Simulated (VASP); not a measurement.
The system is Ru.

```
Ru
1.0
     2.57233    0.00000    0.00000
    -1.28617    2.22770    0.00000
     0.00000    0.00000    2.40352
Ru
1
Direct
  0.00000 0.00000 0.00000
```

This isn't the form of Ru at room conditions, which is hcp.

* Program: VASP 6.6.1
* Task: relaxation of cell and atoms
* Functional: PBE
* Potentials or basis: VASP PAW PBE potentials, release 64 (Ru_pv)
* Cutoff: 600 eV
* k mesh: 9 × 9 × 8
* Occupations: gaussian, width 0.1 eV
* Spin: no spin polarisation

At the start: pressure 26.3 GPa; volume 13.77 Å³/atom.

How do energy, volume and symmetry change on relaxing?

Over 6 steps the energy falls by 94.2 meV/atom and the volume is 15.00 Å³/atom (+8.9 %); space group P6/mmm (No. 191, to 0.1 Å) before and after.

Step by step:
```
step  energy change (eV)  largest force (eV/Å)  pressure (GPa)  volume (Å³)
   1              0.0000                0.0000           26.33        13.77
   2              0.3804                0.0000          -32.14        18.80
   3             -0.0931                0.0000           -1.91        15.13
   4             -0.0938                0.0000           -0.27        15.03
   5             -0.0938                0.0000            0.15        15.00
   6             -0.0942                0.0000            0.22        15.00
```

Final structure:
```cif
data_structure
_symmetry_space_group_name_H-M 'P 1'
_symmetry_Int_Tables_number 1
_cell_length_a 2.6544
_cell_length_b 2.6544
_cell_length_c 2.4586
_cell_angle_alpha 90.000
_cell_angle_beta 90.000
_cell_angle_gamma 120.000
_cell_volume 15.00
loop_
_atom_site_label
_atom_site_type_symbol
_atom_site_fract_x
_atom_site_fract_y
_atom_site_fract_z
_atom_site_occupancy
Ru1 Ru 0.00000 0.00000 0.00000 1
```
